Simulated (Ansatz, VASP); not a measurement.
One calculation of SiC, two programs

The input INCAR:

```
SYSTEM = SiC
  PREC = Accurate
  ENCUT = 520
  EDIFF = 1E-6
  ISMEAR = 0
  SIGMA = 0.05
  LREAL = .FALSE.
  LASPH = .TRUE.
  NELM = 100
  ALGO = Normal
  ISIF = 2
  LWAVE = .FALSE.
  LCHARG = .FALSE.
  GGA = PS
  NBANDS = 26
```

File KPOINTS:

```
Automatic mesh
0
G
  12 12 4
  0 0 0
```

The input POSCAR:

```
SiC
1.0
    3.0780670561      0.0000000000      0.0000000000
   -1.5390335280      2.6656842651      0.0000000000
    0.0000000000      0.0000000000     10.0758090271
Si C
4 4
Direct
    0.6683738625      0.3333333333      0.9378278417
    0.3316261375      0.6666666667      0.4378278417
    0.0017618921      0.0000000000      0.6878973493
   -0.0017618921      0.0000000000      0.1878973493
    0.6617934785      0.3333333333      0.7498191684
    0.3382065215      0.6666666667      0.2498191684
    0.0037109680      0.0000000000      0.5004546406
   -0.0037109680      0.0000000000      0.0004546406
```

Input for Ansatz:

```yaml
crystal:
  lattice:
    - [3.0780670561, 0.0, 0.0]
    - [-1.539033528, 2.6656842651, 0.0]
    - [0.0, 0.0, 10.0758090271]
  atoms:
    - { symbol: Si, position: [0.6683738625, 0.3333333333, 0.9378278417] }
    - { symbol: Si, position: [0.3316261375, 0.6666666667, 0.4378278417] }
    - { symbol: Si, position: [0.0017618921, 0.0, 0.6878973493] }
    - { symbol: Si, position: [-0.0017618921, 0.0, 0.1878973493] }
    - { symbol: C, position: [0.6617934785, 0.3333333333, 0.7498191684] }
    - { symbol: C, position: [0.3382065215, 0.6666666667, 0.2498191684] }
    - { symbol: C, position: [0.003710968, 0.0, 0.5004546406] }
    - { symbol: C, position: [-0.003710968, 0.0, 0.0004546406] }
basis:
  ecutwfc: 520.0
kpoints:
  mp_grid: { grid: [12, 12, 4] }
hamiltonian:
  xc: pbesol
  pseudopotentials: { kind: paw, azcp: { folder: soft_1 } }
scf:
  occupations: { method: gaussian, width: 0.05 }
output:
  forces: true
  stress: true
  eigenvalues: true
```

Change from the starting cell: mode 10 frozen in at +0.000 Å and mode 18 at -0.015 Å (largest displacements).

Alike in both runs: task single point; functional PBEsol; k mesh 12 × 12 × 4; occupations gaussian, width 0.05 eV; no spin polarisation.

|  | VASP | Ansatz |
| --- | --- | --- |
| version | VASP 6.6.1 | Ansatz 0.2.0 |
| potentials or method | VASP PAW PBE potentials, release 64 (Si, C), cutoff 520 eV | scalar-relativistic, plane waves, PAW |
| valence electrons in the cell | 32 | 32 |

Ansatz gave:

* gap on the k mesh at the Fermi level (eV): 2.08
* least direct gap on the mesh (eV): 3.22
* pressure (GPa): 0.0
* traceless stress, the component that is largest in VASP (GPa): 0.26
* rms of the force components (eV/Å): 0.199

Task: What did VASP give for the same quantities?

Result: gap on the k mesh at the Fermi level (eV): 2.08; least direct gap on the mesh (eV): 3.21; pressure (GPa): 0.4; traceless stress, the component that is largest in VASP (GPa): 0.26; rms of the force components (eV/Å): 0.200.

VASP's potentials were made for PBE, not for PBEsol, and Ansatz warns of the same on its side. Atom by atom the forces differ by 0.001 eV/Å (rms over components).
